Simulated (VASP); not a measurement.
## Zn: single point with r2SCAN

The system is Zn.

```
Zn
1.0
    -1.56904    1.56904    1.56904
     1.56904   -1.56904    1.56904
     1.56904    1.56904   -1.56904
Zn
1
Direct
  0.00000 0.00000 0.00000
```

```json
{
  "Program": "VASP 6.6.1",
  "Task": "single point",
  "Functional": "r2SCAN",
  "Potentials or basis": "VASP PAW PBE potentials, release 64 (Zn)",
  "Cutoff": "520 eV",
  "k mesh": "22 × 22 × 22",
  "Occupations": "gaussian, width 0.15 eV",
  "Spin": "no spin polarisation"
}
```

```json
{
  "Pressure": "-4.3 GPa",
  "Band gap on the k mesh": "zero (band 6 reaches 7.42 eV, above the bottom of band 7 at 2.03 eV)"
}
```

Levels at points of the mesh, in eV from the Fermi level:
| k point | band 4 | band 5 | band 6 | band 7 | band 8 | band 9 |
| --- | --- | --- | --- | --- | --- | --- |
| (0.00, 0.00, 0.00) | -8.18 | -7.68 | -7.68 | 20.04 | 20.04 | 20.04 |
| (0.50, 0.00, 0.00) | -7.64 | -7.34 | -2.94 | -1.03 | 11.90 | 13.28 |
| (0.50, 0.50, 0.50) | -7.42 | -7.42 | 4.36 | 4.36 | 4.36 | 8.08 |

Wall time 64 s on 1 thread of Intel(R) Xeon(R) 6975P-C (Granite Rapids), on a shared host, peak memory 0.17 GiB.

Caveat: the PAW data sets were made with another functional, which shifts forces and pressure a little.
